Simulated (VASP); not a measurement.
The system is PbSe (Clausthalite).

```
Pb Se
1.0
     0.00000    3.08092    3.08092
     3.08092    0.00000    3.08092
     3.08092    3.08092    0.00000
Pb Se
1 1
Direct
  0.00000 0.00000 0.00000
  0.50000 0.50000 0.50000
```

This cell differs from its parent crystal: volume scaled by 1.02.

Base run:

- Program: VASP 6.6.1
- Functional: PBEsol
- Potentials or basis: VASP PAW PBE potentials, release 64 (Pb_d, Se)
- Cutoff: 520 eV
- k mesh: 8 × 8 × 8
- Occupations: fermi-dirac, width 0.05 eV
- Spin: no spin polarisation

Its results: band gap on the k mesh 0.27 eV, direct; pressure -1.5 GPa.

The run is repeated on the same cell with these changes: functional from PBEsol to PBE exchange alone. What comes out?

Band gap on the k mesh 0.48 eV, direct; pressure 10.0 GPa.

Caveats: spin-orbit coupling is left out, which moves the levels of the heavy elements; the PAW data sets were made with another functional, which shifts forces and pressure a little (some runs).

A k mesh can miss the band edges.
